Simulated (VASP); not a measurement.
Set up this calculation in VASP 6.6.1, as the native input.

```yaml
Task: single point
Functional: PBEsol
Potentials_or_basis: VASP PAW PBE potentials, release 64 (Rh_pv)
Cutoff: 520 eV
k_mesh: 16 × 16 × 16
Occupations: fermi-dirac, width 0.1 eV
Spin: no spin polarisation
Dipole_correction: no
Further_INCAR_settings: ALGO = Normal; EDIFF = 1e-06; NBANDS = 14
```

The structure of Rh lies in POSCAR:

```
Rh
1.0
   -1.5352269125      1.5352269125      1.5352269125
    1.5352269125     -1.5352269125      1.5352269125
    1.5352269125      1.5352269125     -1.5352269125
Rh
1
Direct
    0.0000000000      0.0000000000      0.0000000000
```

This cell differs from its parent crystal: volume scaled by 1.04.

One way to write it, as run:

INCAR

```
SYSTEM = Rh
  PREC = Accurate
  ENCUT = 520
  EDIFF = 1E-6
  ISMEAR = -1
  SIGMA = 0.1
  LREAL = .FALSE.
  LASPH = .TRUE.
  NELM = 100
  ALGO = Normal
  ISIF = 2
  LWAVE = .FALSE.
  LCHARG = .FALSE.
  GGA = PS
  NBANDS = 14
```

KPOINTS

```
regular mesh
0
G
  16 16 16
  0 0 0
```

Potentials or basis: VASP PAW PBE potentials, release 64 (Rh_pv).

The run is started by

```sh
$ cat potpaw_PBE.64/Rh_pv/POTCAR > POTCAR
$ mpirun -np 1 vasp_std > vasp.out
```

It gave:

```yaml
Pressure: -9.5 GPa
```

Caveat: the PAW data sets were made with another functional, which shifts forces and pressure a little.

It took 18 s on 1 thread of AMD EPYC 7R43 64-Core Processor (Zen 3), with other jobs on the host, peak memory 0.11 GiB.
